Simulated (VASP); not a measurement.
**SnO: single point with PBE**

Crystal: SnO.

```
Sn O
1.0
     3.80200    0.00000    0.00000
     0.00000    3.80200    0.00000
     0.00000    0.00000    4.83600
Sn O
2 2
Direct
  0.00000 0.50000 0.23850
  0.50000 0.00000 0.76150
  0.00000 0.00000 0.00000
  0.50000 0.50000 0.00000
```

| Quantity | Value |
| --- | --- |
| Program | VASP 6.6.1 |
| Task | single point |
| Functional | PBE |
| Potentials or basis | VASP PAW PBE potentials, release 64 (Sn_d, O) |
| Cutoff | 520 eV |
| k mesh | 8 × 8 × 6 |
| Occupations | fermi-dirac, width 0.01 eV |
| Spin | no spin polarisation |
| Dipole correction | no |
| k mesh for the DOS | 12 × 12 × 9 |
| Occupations for the DOS | tetrahedron |
| Further INCAR settings | ALGO = Normal; EDIFF = 1e-07; NBANDS = 28 |

```yaml
Valence_electrons_inside_the_program's_atomic_spheres: Sn 12.13; O 5.02
```

Levels at points of the mesh, in eV from the valence-band top:
```csv
k point,band 18,band 19,band 20,band 21,band 22,band 23
"(0.00, 0.00, 0.00)",-3.22,-3.22,0.00,2.09,4.37,4.64
"(0.50, 0.00, 0.00)",-4.90,-2.77,-2.77,3.17,3.17,5.89
"(0.50, 0.50, 0.00)",-2.56,-1.93,-1.93,0.03,0.03,4.43
```

Wall time 2.8 min on 1 thread of Intel(R) Xeon(R) Platinum 8375C CPU @ 2.90GHz (Ice Lake), on a shared host, peak memory 0.32 GiB.

Caveat: spin-orbit coupling is left out, which moves the levels of the heavy elements.
